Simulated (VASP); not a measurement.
GaAs, 2 atoms in the cell. Symmetry: F-43m, No. 216, cubic system. The conventional cell has a = 5.603 Å, b = 5.603 Å, c = 5.603 Å, α = 90.00°, β = 90.00°, γ = 90.00°. Within 3.2 Å of Ga (site symmetry -43m) lie 4 As at 2.43 Å. As (site symmetry -43m) has 4 Ga at 2.43 Å within 3.2 Å. 

- Program: VASP 6.6.1
- Task: relaxation of cell and atoms
- Functional: LDA
- Potentials or basis: VASP PAW LDA potentials, release 64 (Ga_d, As)
- Cutoff: 600 eV
- k mesh: 12 × 12 × 12
- Occupations: gaussian, width 0.02 eV
- Spin: no spin polarisation
- Dipole correction: no
- Further INCAR settings: ALGO = Normal; EDIFF = 1e-06; IBRION = 2; EDIFFG = -0.1; NSW = 100; ISIF = 3

Potentials or basis: VASP PAW LDA potentials, release 64 (Ga_d, As).

Launch:

```console
$ cat potpaw_LDA.64/Ga_d/POTCAR potpaw_LDA.64/As/POTCAR > POTCAR
$ mpirun -np 1 vasp_std > vasp.out
```

Hardware: 1 thread of Intel(R) Xeon(R) Platinum 8559C (Emerald Rapids), on a shared host.

Task: How long does it take, and how much memory?

Result: Run time: 17 s on 1 thread of Intel(R) Xeon(R) Platinum 8559C (Emerald Rapids), with other jobs on the host, peak memory 0.19 GiB. Counts: scf iterations 12, k points 72, ion steps 1.
